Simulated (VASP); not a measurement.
Here is a VASP 6.6.1 calculation.

Contents of INCAR:

```
SYSTEM = Os3C2
PREC     = Accurate       ! precision mode
ENCUT    = 600            ! plane-wave cutoff, eV
EDIFF    = 1E-6           ! SCF threshold, eV
ISMEAR   = 0              ! smearing method
SIGMA    = 0.1            ! smearing width, eV
LREAL    = .FALSE.        ! projectors in reciprocal space
LASPH    = .TRUE.         ! aspherical terms in the spheres
NELM     = 120            ! most SCF steps
ALGO     = Normal         ! electronic algorithm
ISIF     = 2              ! what is computed and relaxed
LWAVE    = .FALSE.        ! write WAVECAR
LCHARG   = .TRUE.         ! write CHGCAR
GGA      = PE             ! functional
LELF     = .TRUE.         ! ELF
LVHAR    = .TRUE.       
NBANDS   = 24             ! bands
GGA_COMPAT= .FALSE.
```

KPOINTS

```
Automatic mesh
0
G
  4 4 4
  0 0 0
```

The input POSCAR:

```
Os3C2
1.0
    4.1321090000      0.0000000000      0.0000000000
    0.0000000000      4.1321090000      0.0000000000
    0.0000000000      0.0000000000      4.1321090000
Os C
3 2
Direct
    0.5000000000      0.0000000000      0.0000000000
    0.0000000000      0.5000000000      0.0000000000
    0.0000000000      0.0000000000      0.5000000000
    0.5000000000      0.5000000000      0.5000000000
    0.0000000000      0.0000000000      0.0000000000
```

Potentials or basis: VASP PAW PBE potentials, release 64 (Os, C).

Run with:

```console
$ cat potpaw_PBE.64/Os/POTCAR potpaw_PBE.64/C/POTCAR > POTCAR
$ mpirun -np 1 vasp_std > vasp.out
```

(1) Predict the band gap on the k mesh.

(2) Estimate the pressure.

## Answers

(1) zero (bands 16 and 17 overlap by 0.71 eV).

(2) -20.5 GPa.

Caveat: the k points lie up to 0.38 Å⁻¹ apart, too coarse for converged energies and pressures of a metal; spin-orbit coupling is left out, which moves the levels of the heavy elements.
